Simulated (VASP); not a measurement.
Write the native input for VASP 6.6.1 that does the following.

| Property | Result |
| --- | --- |
| Task | single point |
| Functional | r2SCAN |
| Potentials or basis | VASP PAW PBE potentials, release 64 (Cs_sv, H) |
| Cutoff | 520 eV |
| k mesh | 6 × 6 × 4 |
| Occupations | gaussian, width 0.02 eV |
| Spin | no spin polarisation |
| Dipole correction | no |
| Further INCAR settings | ALGO = Normal; EDIFF = 1e-06; NBANDS = 18 |

CsH:

```
CELL_PARAMETERS angstrom
3.17319 3.17319 0.00000
-3.17319 3.17319 0.00000
0.00000 0.00000 6.75856
ATOMIC_POSITIONS crystal
Cs 0.00000 0.00000 0.00000
Cs 0.50000 0.50000 0.50000
H 0.50000 0.50000 0.00000
H 0.00000 0.00000 0.50000
```

The input as run:

POSCAR

```
CsH
1.0
    3.1731926501      3.1731926501      0.0000000000
   -3.1731926501      3.1731926501      0.0000000000
    0.0000000000      0.0000000000      6.7585600000
Cs H
2 2
Direct
    0.0000000000      0.0000000000      0.0000000000
    0.5000000000      0.5000000000      0.5000000000
    0.5000000000      0.5000000000      0.0000000000
    0.0000000000      0.0000000000      0.5000000000
```

INCAR.step1

```
  PREC = Accurate
  ENCUT = 520
  ISMEAR = 0
  SIGMA = 0.02
  LREAL = F
  LASPH = T
  NELM = 60
  NBANDS = 18
  GGA = PE
  ALGO = Normal
  EDIFF = 1E-4
  LWAVE = T
  LCHARG = F
```

INCAR.step2

```
  PREC = Accurate
  ENCUT = 520
  EDIFF = 1E-6
  ISMEAR = 0
  SIGMA = 0.02
  LREAL = F
  LASPH = T
  NELM = 60
  ALGO = Normal
  ISIF = 2
  LWAVE = F
  LCHARG = F
  METAGGA = R2SCAN
  LMIXTAU = T
  NBANDS = 18
  ISTART = 1
```

KPOINTS

```
Automatic mesh
0
Gamma
  6 6 4
```

Potentials or basis: VASP PAW PBE potentials, release 64 (Cs_sv, H).

Launch:

```bash
$ cat potpaw_PBE.64/Cs_sv/POTCAR potpaw_PBE.64/H/POTCAR > POTCAR
$ cp INCAR.step1 INCAR
$ mpirun -np 1 vasp_std > vasp.out
$ cp INCAR.step2 INCAR
$ mpirun -np 1 vasp_std > vasp.out
```

Results of the run:

```yaml
Pressure: -0.3 GPa
Band_gap_on_the_k_mesh: 2.70 eV
```

Caveat: the PAW data sets were made with another functional, which shifts forces and pressure a little; spin-orbit coupling is left out, which moves the levels of the heavy elements.

Run time: 3.7 min on 1 thread of AMD EPYC 7R13, on a shared host, peak memory 0.28 GiB.
